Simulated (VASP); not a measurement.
Crystal: Os.

```
CELL_PARAMETERS angstrom
4.85652 0.00000 0.00000
0.00000 4.85652 0.00000
0.00000 0.00000 4.85652
ATOMIC_POSITIONS crystal
Os 0.50000 0.50000 0.50000
Os 0.00000 0.00000 0.00000
Os 0.25000 0.00000 0.50000
Os 0.50000 0.25000 0.00000
Os 0.50000 0.75000 0.00000
Os 0.75000 0.00000 0.50000
Os 0.00000 0.50000 0.75000
Os 0.00000 0.50000 0.25000
```

```yaml
Program: VASP 6.6.1
Task: relaxation of cell and atoms
Functional: PBE
Potentials_or_basis: VASP PAW PBE potentials, release 64 (Os)
Cutoff: 600 eV
k_mesh: 4 × 4 × 4
Occupations: gaussian, width 0.1 eV
Spin: no spin polarisation
```

At the start: pressure 11.5 GPa; volume 14.32 Å³/atom.

Task: Where does the relaxation end?

Result: Over 4 steps the energy falls by 14.9 meV/atom and the volume is 14.75 Å³/atom (+3.0 %); space group Pm-3n (No. 223, to 0.1 Å) before and after.

Step by step:
```tsv
step	energy change (eV)	largest force (eV/Å)	pressure (GPa)	volume (Å³)
1	0.0000	0.0000	11.53	114.54
2	1.5070	0.0000	-31.91	132.48
3	-0.1185	0.0000	-0.57	118.14
4	-0.1188	0.0000	-0.03	117.96
```

Final structure:
```
CELL_PARAMETERS angstrom
4.90437 0.00000 0.00000
0.00000 4.90437 0.00000
0.00000 0.00000 4.90437
ATOMIC_POSITIONS crystal
Os 0.50000 0.50000 0.50000
Os 0.00000 0.00000 0.00000
Os 0.25000 0.00000 0.50000
Os 0.50000 0.25000 0.00000
Os 0.50000 0.75000 0.00000
Os 0.75000 0.00000 0.50000
Os 0.00000 0.50000 0.75000
Os 0.00000 0.50000 0.25000
```
